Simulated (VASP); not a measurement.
Wanted: the native input for a VASP 6.6.1 run.

| Quantity | Value |
| --- | --- |
| Task | single point |
| Functional | PBE |
| Potentials or basis | VASP PAW PBE potentials, release 64 (Ta_pv, H) |
| Cutoff | 520 eV |
| k mesh | 10 × 10 × 1 |
| Occupations | gaussian, width 0.1 eV |
| Spin | no spin polarisation |
| Dipole correction | yes |
| Further INCAR settings | ALGO = Normal; EDIFF = 1e-06; NBANDS = 25 |

The structure of Ta3H lies in POSCAR:

```
Ta3H
1.0
    2.8743098524      0.0000000000      0.0000000000
   -0.9581032841      2.7099253172      0.0000000000
    0.0000000000      0.0000000000     20.0266897040
Ta H
3 1
Direct
    0.5000000000      0.5000000000      0.1997334587
    0.0000000000      0.0000000000      0.3127671377
    0.5000000000      0.5000000000      0.4257663064
    0.5000000000      1.0000000000      0.4903815013
```

These files were run (other wordings do the same):

INCAR

```
PREC = Accurate ; ENCUT = 520
EDIFF = 1E-6 ; ISMEAR = 0
SIGMA = 0.1 ; LREAL = False
LASPH = True ; NELM = 100
ALGO = Normal ; ISIF = 2
LWAVE = False ; LCHARG = True
LDIPOL = True ; IDIPOL = 3
DIPOL = 0.5 0.5 0.357 ; GGA = PE
LELF = True ; LVHAR = True
LVACPOTAV = True ; NBANDS = 25
```

KPOINTS

```
regular mesh
0
Gamma
  10 10 1
```

Potentials or basis: VASP PAW PBE potentials, release 64 (Ta_pv, H).

Launch:

```sh
$ cat potpaw_PBE.64/Ta_pv/POTCAR potpaw_PBE.64/H/POTCAR > POTCAR
$ mpirun -np 1 vasp_std > vasp.out
```

It gave:

```
Largest force          : 0.385 eV/Å
Band gap on the k mesh : zero (band 17 reaches 0.22 eV, above the bottom of band 18 at -1.33 eV)
```

Caveat: spin-orbit coupling is left out, which moves the levels of the heavy elements.

It took 4.4 min on 1 thread of Intel(R) Xeon(R) Platinum 8259CL CPU @ 2.50GHz (Skylake/Cascade Lake), with other jobs on the host, peak memory 0.39 GiB.
